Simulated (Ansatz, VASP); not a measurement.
**C in VASP and in Ansatz**

File INCAR:

```
SYSTEM = C
PREC     = Accurate       ! precision mode
ENCUT    = 600            ! plane-wave cutoff, eV
EDIFF    = 1E-6           ! SCF threshold, eV
ISMEAR   = 0              ! smearing method
SIGMA    = 0.02           ! smearing width, eV
LREAL    = .FALSE.        ! projectors in reciprocal space
LASPH    = .TRUE.         ! aspherical terms in the spheres
NELM     = 120            ! most SCF steps
ALGO     = Normal         ! electronic algorithm
ISIF     = 2              ! what is computed and relaxed
LWAVE    = .FALSE.        ! write WAVECAR
LCHARG   = .FALSE.        ! write CHGCAR
GGA      = PE             ! functional
NBANDS   = 11             ! bands
GGA_COMPAT= .FALSE.
```

File KPOINTS:

```
regular mesh
0
G
  12 12 12
  0 0 0
```

File POSCAR:

```
C
1.0
    0.0000000000      1.7858130321      1.7858130321
    1.7858130321      0.0000000000      1.7858130321
    1.7858130321      1.7858130321      0.0000000000
C
2
Direct
    0.0000000000      0.0000000000      0.0000000000
    0.2500000000      0.2500000000      0.2500000000
```

Input for Ansatz:

```yaml
crystal:
  lattice:
    - [0.0, 1.7858130321, 1.7858130321]
    - [1.7858130321, 0.0, 1.7858130321]
    - [1.7858130321, 1.7858130321, 0.0]
  atoms:
    - { symbol: C, position: [0.0, 0.0, 0.0] }
    - { symbol: C, position: [0.25, 0.25, 0.25] }
basis:
  ecutwfc: 420
kpoints:
  mp_grid: { grid: [12, 12, 12] }
  band_path:
    path:
      - [[0.0, 0.0, 0.0], [0.5, 0.0, 0.5], [0.625, 0.25, 0.625]]
      - [[0.375, 0.375, 0.75], [0.0, 0.0, 0.0], [0.5, 0.5, 0.5], [0.5, 0.25, 0.75], [0.5, 0.0, 0.5]]
    npoints: 10
hamiltonian:
  xc: pbe
  pseudopotentials: { kind: paw, azcp: { folder: soft_1 } }
scf:
  occupations: { method: gaussian, width: 0.02 }
  n_extra_bands: 7
output:
  forces: true
  stress: true
  eigenvalues: true
```

Alike in both runs: task single point; functional PBE; k mesh 12 × 12 × 12; occupations gaussian, width 0.02 eV; no spin polarisation.

```csv
,VASP,Ansatz
version,VASP 6.6.1,Ansatz 0.2.0
potentials or method,"VASP PAW PBE potentials, release 64 (C), cutoff 600 eV","scalar-relativistic, plane waves, PAW"
valence electrons in the cell,8,8
```

```csv
,VASP,Ansatz,Ansatz less VASP
gap on the k mesh at the Fermi level (eV),4.14,4.15,+0.007
least direct gap on the mesh (eV),5.58,5.58,+0.002
pressure (GPa),0.0,0.0,+0.02
```
